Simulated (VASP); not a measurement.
# GaGe (F-43m) in VASP: single point with PBE

Aim: the single point of GaGe with PBE.

All numbers are computed with VASP 6.6.1; they aren't measurements. Logs are shortened: lines on timing, memory, paths and dates and some standing lists are left out, and cuts for length are marked.

**1. The cell of the first run**

It takes space group F-43m (No. 216, cubic). The conventional cell has a = 5.796 Å, b = 5.796 Å, c = 5.796 Å, α = 90.00°, β = 90.00°, γ = 90.00°. Ga (site symmetry -43m) has 4 Ge at 2.51 Å within 3.3 Å. Ge (site symmetry -43m) has 4 Ga at 2.51 Å within 3.3 Å.

**2. Single point, PBE**

Contents of INCAR:

```
ALGO = Normal
EDIFF = 1E-7
ENCUT = 520
GGA = PE
ISIF = 2
ISMEAR = 0
LASPH = T
LCHARG = T
LELF = T
LREAL = F
LVHAR = T
LWAVE = F
NBANDS = 20
NELM = 100
PREC = Accurate
SIGMA = 0.15
```

Contents of KPOINTS:

```
k-points
0
Gamma
  14 14 14
```

Contents of POSCAR:

```
GaGe
1.0
    0.0000000000      2.8978440000      2.8978440000
    2.8978440000      0.0000000000      2.8978440000
    2.8978440000      2.8978440000      0.0000000000
Ga Ge
1 1
Direct
    0.7500000000      0.7500000000      0.7500000000
    0.0000000000      0.0000000000      0.0000000000
```

Potentials or basis: VASP PAW PBE potentials, release 64 (Ga_d, Ge_d).

Run with:

```
cat potpaw_PBE.64/Ga_d/POTCAR potpaw_PBE.64/Ge_d/POTCAR > POTCAR
mpirun -np 1 vasp_std > vasp.out
```

OUTCAR:

```text
EDIFF = 1E-7
   ENCUT = 520
   GGA = PE
   ISIF = 2
   ISMEAR = 0
   LASPH = T
   LREAL = F
   NELM = 100
   PREC = Accurate

 ion  position               nearest neighbor table
   1  0.750  0.750  0.750-   2 2.51   2 2.51   2 2.51   2 2.51
   2  0.000  0.000  0.000-   1 2.51   1 2.51   1 2.51   1 2.51

  LATTYP: Found a face centered cubic cell.
 ALAT       =     5.7956880000

  Lattice vectors:

 A1 = (   0.0000000000,   2.8978440000,   2.8978440000)
 A2 = (   2.8978440000,   0.0000000000,   2.8978440000)
 A3 = (   2.8978440000,   2.8978440000,   0.0000000000)

Analysis of symmetry for initial positions (statically):
=====================================================================
 Subroutine PRICEL returns:
 Original cell was already a primitive cell.

 Routine SETGRP: Setting up the symmetry group for a
 face centered cubic supercell.

 Subroutine GETGRP returns: Found 24 space group operations
 (whereof 24 operations were pure point group operations)
 out of a pool of 48 trial point group operations.

The static configuration has the point symmetry T_d .

Analysis of symmetry for dynamics (positions and initial velocities):
=====================================================================
 Subroutine PRICEL returns:
 Original cell was already a primitive cell.

 Routine SETGRP: Setting up the symmetry group for a
 face centered cubic supercell.

 Subroutine GETGRP returns: Found 24 space group operations
 (whereof 24 operations were pure point group operations)
 out of a pool of 48 trial point group operations.

The dynamic configuration has the point symmetry T_d .

 Subroutine INISYM returns: Found 24 space group operations
 (whereof 24 operations are pure point group operations),
 and found     1 'primitive' translations

----------------------------------------------------------------------------------------

                                     Primitive cell

  volume of cell :      48.6693

  direct lattice vectors                    reciprocal lattice vectors
     0.000000000  2.897844000  2.897844000    -0.172542069  0.172542069  0.172542069
     2.897844000  0.000000000  2.897844000     0.172542069 -0.172542069  0.172542069
     2.897844000  2.897844000  0.000000000     0.172542069  0.172542069 -0.172542069

  length of vectors
     4.098170286  4.098170286  4.098170286     0.298851630  0.298851630  0.298851630

  position of ions in fractional coordinates (direct lattice)
     0.750000000  0.750000000  0.750000000
     0.000000000  0.000000000  0.000000000

  ion indices of the primitive-cell ions
   primitive index   ion index
                 1           1
                 2           2

----------------------------------------------------------------------------------------

 KPOINTS: k-points

Automatic generation of k-mesh.
 Grid dimensions read from file:
 generate k-points for:   14   14   14

 Generating k-lattice:

  Cartesian coordinates                     Fractional coordinates (reciprocal lattice)
    -0.012324434  0.012324434  0.012324434     0.071428571  0.000000000  0.000000000
     0.012324434 -0.012324434  0.012324434     0.000000000  0.071428571  0.000000000
     0.012324434  0.012324434 -0.012324434     0.000000000  0.000000000  0.071428571

  Length of vectors
     0.021346545  0.021346545  0.021346545

  Shift w.r.t. Gamma in fractional coordinates (k-lattice)
     0.000000000  0.000000000  0.000000000

 Subroutine IBZKPT returns following result:
 ===========================================

 Found    104 irreducible k-points:

 Following reciprocal coordinates:
            Coordinates               Weight
  0.000000  0.000000  0.000000      1.000000
  0.071429  0.000000  0.000000      8.000000
  0.142857  0.000000  0.000000      8.000000
  0.214286  0.000000  0.000000      8.000000
  0.285714  0.000000  0.000000      8.000000
  0.357143  0.000000  0.000000      8.000000
[... 16 lines left out ...]
  0.214286  0.142857  0.000000     24.000000
  0.285714  0.142857  0.000000     24.000000
 [... further k-points ...]
   k-points           NKPTS =    104   k-points in BZ     NKDIM =    104   number of bands    NBANDS=     20
   number of dos      NEDOS =    301   number of ions     NIONS =      2
   total plane-waves  NPLWV =  27000
   dimension x,y,z NGX =    30 NGY =   30 NGZ =   30
   dimension x,y,z NGXF=    60 NGYF=   60 NGZF=   60
   ions per type =               1   1
   NGX,Y,Z   is equivalent  to a cutoff of  12.17, 12.17, 12.17 a.u.
   NGXF,Y,Z  is equivalent  to a cutoff of  24.34, 24.34, 24.34 a.u.
 SYSTEM =  unknown system
   PREC   = accura    normal or accurate (medium, high low for compatibility)
   ISTART =      0    job   : 0-new  1-cont  2-samecut
   ICHARG =      2    charge: 1-file 2-atom 10-const
   ISPIN  =      1    spin polarized calculation?
   LNONCOLLINEAR =      F non collinear calculations
   LSORBIT =      F    spin-orbit coupling
   LASPH  =      T    aspherical Exc in radial PAW
   ENCUT  =  520.0 eV  38.22 Ry    6.18 a.u.   7.62  7.62  7.62*2*pi/ulx,y,z
   NELM   =    100;   NELMIN=  2; NELMDL= -5     # of ELM steps
   EDIFF  = 0.1E-06   stopping-criterion for ELM
   LREAL  =      F    real-space projection
   EDIFFG = 0.1E-05   stopping-criterion for IOM
   NSW    =      0    number of steps for IOM
   IBRION =     -1    ionic relax: 0-MD 1-quasi-New 2-CG
   NFREE  =      0    steps in history (QN), initial steepest desc. (CG)
   ISIF   =      2    stress and relaxation
   ISYM   =      2    0-nonsym 1-usesym 2-fastsym
   POTIM  = 0.5000    time-step for ionic-motion
   TEBEG  =    0.0;   TEEND  =   0.0 temperature during run
   PSTRESS=    0.0 pullay stress
   NELECT =      27.0000    total number of electrons
   NUPDOWN=      -1.0000    fix difference up-down
   EMIN   =  10.00;   EMAX   =-10.00  energy-range for DOS
   EFERMI =   0.00;   METHOD = LEGACY
   ISMEAR =     0;   SIGMA  =   0.15  broadening in eV -4-tet -1-fermi 0-gaus
   EFERMI_NEDOS =   21; number of points for ismear=-14 and -15
   IALGO  =     38    algorithm
   IMIX   =      4    mixing-type and parameters
     AMIX     =   0.40;   BMIX     =  1.00
     AMIX_MAG =   1.60;   BMIX_MAG =  1.00
  volume/ion in A,a.u.               =      24.33       164.22
  Fermi-wavevector in a.u.,A,eV,Ry     =   1.345172  2.542006 24.619567  1.809487
  Thomas-Fermi vector in A             =   2.473106
   LORBIT       =      0    0 simple, 1 ext, 2 COOP (PROOUT), +10 PAW based schemes
   GGA     = PE    functional components
   LHFCALC =     F    Hartree Fock is set to
   AEXX    =    0.0000 exact exchange contribution
   IVDW    =     0    specifies the selected vdW correction
   LEPSILON=     F    determine dielectric tensor
   LRPA    =     F    only Hartree local field effects (RPA)
 non-spin polarized calculation
 Gauss-broadening in eV      SIGMA  =   0.15
  energy-cutoff  :      520.00
  volume of cell :       48.67
 maximum number of plane-waves:      1363
   NGX = 15   NGY = 15   NGZ = 15

 number of electron      26.9999991 magnetization

 Free energy of the ion-electron system (eV)
  ---------------------------------------------------
  ext. energy  EPLUGINS =         0.00000000
  ---------------------------------------------------
  free energy    TOTEN  =        -7.09573408 eV

  energy without entropy =       -7.08176959  energy(sigma->0) =       -7.08875184

 E-fermi :   3.0275     XC(G=0):  -9.5546

 val. band max:        3.0195887855   @ k =   0.5000   0.1429   0.0000
 cond. band min:       3.0393081647   @ k =   0.3571   0.1429   0.0000
 fundamental gap:      0.0197193792
 Fermi energy:         3.0274907542

 k-point     1 :       0.0000    0.0000    0.0000
  band No.  band energies     occupation
      1     -20.8855      2.00000
      2     -20.8855      2.00000
      3     -20.8855      2.00000
      4     -20.8661      2.00000
      5     -20.8661      2.00000
      6     -11.2854      2.00000
[... 12 lines left out ...]
     19      10.7633      0.00000
     20      13.8220      0.00000

 k-point     2 :       0.0714    0.0000    0.0000
  band No.  band energies     occupation
      1     -20.8855      2.00000
      2     -20.8853      2.00000
      3     -20.8853      2.00000
      4     -20.8660      2.00000
      5     -20.8660      2.00000
      6     -11.2867      2.00000
[... 12 lines left out ...]
     19      11.1194      0.00000
     20      13.3051      0.00000

 k-point     3 :       0.1429    0.0000    0.0000
  band No.  band energies     occupation
      1     -20.8854      2.00000
      2     -20.8850      2.00000
      3     -20.8850      2.00000
      4     -20.8659      2.00000
      5     -20.8659      2.00000
      6     -11.2904      2.00000
[... 12 lines left out ...]
     19      11.9251      0.00000
     20      12.7484      0.00000

 k-point     4 :       0.2143    0.0000    0.0000
  band No.  band energies     occupation
      1     -20.8854      2.00000
      2     -20.8844      2.00000
      3     -20.8844      2.00000
      4     -20.8658      2.00000
      5     -20.8658      2.00000
      6     -11.2958      2.00000
[... 12 lines left out ...]
     19      12.3044      0.00000
     20      12.5490      0.00000

 k-point     5 :       0.2857    0.0000    0.0000
  band No.  band energies     occupation
      1     -20.8854      2.00000
      2     -20.8839      2.00000
      3     -20.8839      2.00000
      4     -20.8656      2.00000
      5     -20.8656      2.00000
      6     -11.3018      2.00000
[... 12 lines left out ...]
     19      12.0869      0.00000
     20      12.8293      0.00000
[... 353 lines left out ...]
      6     -11.2892      2.00000
[... 12 lines left out ...]
     19      11.6272      0.00000
     20      12.5796      0.00000

 k-point    22 :       0.1429    0.1429    0.0000
  band No.  band energies     occupation
      1     -20.8861      2.00000
      2     -20.8844      2.00000
      3     -20.8844      2.00000
      4     -20.8664      2.00000
      5     -20.8654      2.00000
      6     -11.2956      2.00000
[... 12 lines left out ...]
     19      11.3830      0.00000
     20      12.3473      0.00000

 k-point    23 :       0.2143    0.1429    0.0000
  band No.  band energies     occupation
      1     -20.8863      2.00000
      2     -20.8840      2.00000
      3     -20.8839      2.00000
      4     -20.8665      2.00000
      5     -20.8651      2.00000
      6     -11.3004      2.00000
[... 12 lines left out ...]
     19      11.3030      0.00000
     20      13.1019      0.00000

 k-point    24 :       0.2857    0.1429    0.0000
  band No.  band energies     occupation
      1     -20.8863      2.00000
      2     -20.8835      2.00000
      3     -20.8833      2.00000
      4     -20.8665      2.00000
      5     -20.8649      2.00000
      6     -11.3051      2.00000
[... 12 lines left out ...]
     19      12.0553      0.00000
     20      13.6275      0.00000

 [... further k-points ...]
[... 5 lines left out ...]
  --------------------------------------------------------------------------------------
  -------------------------------------------------------------------------------------
  Total        0.0510417      0.0510417      0.0510417      0.0000000      0.0000000      0.0000000
  in kB        1.6802747      1.6802747      1.6802747      0.0000000      0.0000000      0.0000000
  external PRESSURE =       1.6802747 kB  Pullay stress =       0.0000000 kB

 VOLUME and BASIS-vectors are now :
 -----------------------------------------------------------------------------
  energy-cutoff  :      520.00
  volume of cell :       48.67
      direct lattice vectors                 reciprocal lattice vectors
     0.000000000  2.897844000  2.897844000    -0.172542069  0.172542069  0.172542069
     2.897844000  0.000000000  2.897844000     0.172542069 -0.172542069  0.172542069
     2.897844000  2.897844000  0.000000000     0.172542069  0.172542069 -0.172542069

 POSITION                                       TOTAL-FORCE (eV/Angst)
 -----------------------------------------------------------------------------------
      4.34677      4.34677      4.34677        -0.000000      0.000000     -0.000000
      0.00000      0.00000      0.00000         0.000000     -0.000000      0.000000
 -----------------------------------------------------------------------------------
    total drift:                                0.000000      0.000000      0.000000

  FREE ENERGIE OF THE ION-ELECTRON SYSTEM (eV)
  ---------------------------------------------------
  free  energy   TOTEN  =        -7.0957340829 eV

  energy  without entropy=       -7.0817695929  energy(sigma->0) =       -7.08875184
```

It took 50 s on 1 thread of Intel Xeon Platinum 8488C (Sapphire Rapids), shared host; peak memory 0.24 GiB.

Results:

* Free energy: -7.0957 eV
* Pressure: 0.2 GPa
